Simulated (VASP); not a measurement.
Set up this calculation in VASP 6.6.1, as the native input.

| Item | Value |
| --- | --- |
| Task | single point |
| Functional | PBE |
| Potentials or basis | VASP PAW PBE potentials, release 64 (Li_sv, F) |
| Cutoff | 520 eV |
| k mesh | 10 × 10 × 10 |
| Occupations | gaussian, width 0.05 eV |
| Spin | no spin polarisation |
| Dipole correction | no |
| Further INCAR settings | ALGO = Normal; EDIFF = 1e-07; NBANDS = 12 |

The structure of LiF lies in POSCAR:

```
LiF
1.0
    0.0000000000      2.0140000000      2.0140000000
    2.0140000000      0.0000000000      2.0140000000
    2.0140000000      2.0140000000      0.0000000000
Li F
1 1
Direct
    0.0351095721      0.0000000000      0.0000000000
    0.5000000000      0.5000000000      0.5000000000
```

This cell differs from its parent crystal: all Li atoms moved -0.100 Å, as atom 1 towards its neighbour atom 1 (Li) at 2.848 Å.

These files were run (other wordings do the same):

INCAR

```
PREC     = Accurate       # precision mode
ENCUT    = 520            # plane-wave cutoff, eV
EDIFF    = 1E-7           # SCF threshold, eV
ISMEAR   = 0              # smearing method
SIGMA    = 0.05           # smearing width, eV
LREAL    = F              # projectors in reciprocal space
LASPH    = T              # aspherical terms in the spheres
NELM     = 100            # most SCF steps
ALGO     = Normal         # electronic algorithm
ISIF     = 2              # what is computed and relaxed
LWAVE    = F              # write WAVECAR
LCHARG   = T              # write CHGCAR
GGA      = PE             # functional
LELF     = T              # ELF
LVHAR    = T            
NBANDS   = 12             # bands
```

KPOINTS

```
Automatic mesh
0
Gamma
  10 10 10
```

Potentials or basis: VASP PAW PBE potentials, release 64 (Li_sv, F).

The run is started by

```sh
$ cat potpaw_PBE.64/Li_sv/POTCAR potpaw_PBE.64/F/POTCAR > POTCAR
$ mpirun -np 1 vasp_std > vasp.out
```

Results of the run:

| Quantity | Value |
| --- | --- |
| Largest force | 0.172 eV/Å |
| Band gap on the k mesh | 9.07 eV, direct |

Caveat: the cell differs from its parent crystal (all Li atoms moved -0.100 Å, as atom 1 towards its neighbour atom 1 (Li) at 2.848 Å).

Wall time 10 s on 1 thread of Intel(R) Xeon(R) 6975P-C (Granite Rapids), on a shared host, peak memory 0.15 GiB.
